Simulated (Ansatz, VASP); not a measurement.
I: VASP beside Ansatz

Contents of INCAR:

```
PREC = Accurate
ENCUT = 520
EDIFF = 1E-6
ISMEAR = -1
SIGMA = 0.08
LREAL = F
LASPH = T
NELM = 60
ALGO = Normal
ISIF = 2
LWAVE = F
LCHARG = F
GGA = CA
NBANDS = 14
```

The input KPOINTS:

```
Automatic mesh
0
Gamma
  11 11 11
```

Contents of POSCAR:

```
I
1.0
    0.0000000000      2.7810902155      2.7810902155
    2.7810902155      0.0000000000      2.7810902155
    2.7810902155      2.7810902155      0.0000000000
I
2
Direct
   -0.1250000000     -0.1250000000     -0.1250000000
    0.1250000000      0.1250000000      0.1250000000
```

Input for Ansatz:

```yaml
crystal:
  lattice:
    - [0.0, 2.7810902155, 2.7810902155]
    - [2.7810902155, 0.0, 2.7810902155]
    - [2.7810902155, 2.7810902155, 0.0]
  atoms:
    - { symbol: I, position: [-0.125, -0.125, -0.125] }
    - { symbol: I, position: [0.125, 0.125, 0.125] }
kpoints:
  mp_grid: { grid: [11, 11, 11] }
scf:
  occupations: { method: fermi_dirac, width: 0.08 }
hamiltonian:
  xc: lda
  pseudopotentials: { kind: paw, level: accurate }
output:
  forces: true
  stress: true
  eigenvalues: true
```

Alike in both runs: task single point; functional LDA; k mesh 11 × 11 × 11; occupations fermi-dirac, width 0.08 eV; no spin polarisation.

```csv
,VASP,Ansatz
version,VASP 6.6.1,Ansatz 0.2.0
potentials or method,"VASP PAW LDA potentials, release 64 (I)","PAW with other files of Ansatz's library (level accurate), scalar-relativistic"
plane-wave cutoff (eV),520,620
valence electrons in the cell,14,34
```

```tsv
	VASP	Ansatz	Ansatz less VASP
pressure (GPa)	111.3	110.8	-0.49
```

LDA's correlation is that of Perdew and Zunger in VASP and of Perdew and Wang (1992) in Ansatz. Both programs put the cell under a high pressure, so it lies far from rest at this level. VASP's potentials hold 14 valence electrons a cell and Ansatz's 34, so a difference there can come from the potentials and not from the codes.

Spin-orbit coupling is off throughout. Noted on VASP's run: the cell as given lies far from equilibrium.
